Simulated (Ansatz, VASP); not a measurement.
Two plane-wave programs on NaCl

Contents of INCAR:

```
  PREC = Accurate
  ENCUT = 520
  EDIFF = 1E-6
  ISMEAR = 0
  SIGMA = 0.02
  LREAL = F
  LASPH = T
  NELM = 60
  ALGO = Normal
  ISIF = 2
  LWAVE = F
  LCHARG = F
  GGA = PE
  NBANDS = 14
```

The input KPOINTS:

```
Automatic mesh
0
Gamma
  8 8 8
```

Contents of POSCAR:

```
NaCl
1.0
    0.0000000000      2.8763711368      2.8763711368
    2.8763711368      0.0000000000      2.8763711368
    2.8763711368      2.8763711368      0.0000000000
Na Cl
1 1
Direct
    0.5000000000      0.5000000000      0.5000000000
    0.0000000000      0.0000000000      0.0000000000
```

Input for Ansatz:

```yaml
crystal:
  lattice:
    - [0.0, 2.8763711368, 2.8763711368]
    - [2.8763711368, 0.0, 2.8763711368]
    - [2.8763711368, 2.8763711368, 0.0]
  atoms:
    - { symbol: Na, position: [0.5, 0.5, 0.5] }
    - { symbol: Cl, position: [0.0, 0.0, 0.0] }
basis:
  ecutwfc: 420
kpoints:
  mp_grid: { grid: [8, 8, 8] }
hamiltonian:
  xc: pbe
scf:
  occupations: { method: gaussian, width: 0.02 }
output:
  forces: true
  stress: true
  eigenvalues: true
```

Alike in both runs: task single point; functional PBE; k mesh 8 × 8 × 8; occupations gaussian, width 0.02 eV; no spin polarisation.

|  | VASP | Ansatz |
| --- | --- | --- |
| version | VASP 6.6.1 | Ansatz 0.2.0 |
| potentials or method | VASP PAW PBE potentials, release 64 (Na_pv, Cl), cutoff 520 eV | scalar-relativistic, plane waves, PAW |
| valence electrons in the cell | 14 | 16 |

|  | VASP | Ansatz | Ansatz less VASP |
| --- | --- | --- | --- |
| gap on the k mesh at the Fermi level (eV) | 4.89 | 4.89 | 0.000 |
| least direct gap on the mesh (eV) | 4.89 | 4.89 | 0.000 |
| pressure (GPa) | -0.7 | -0.7 | +0.03 |

VASP's potentials hold 14 valence electrons a cell and Ansatz's 16, so a difference there can come from the potentials and not from the codes.
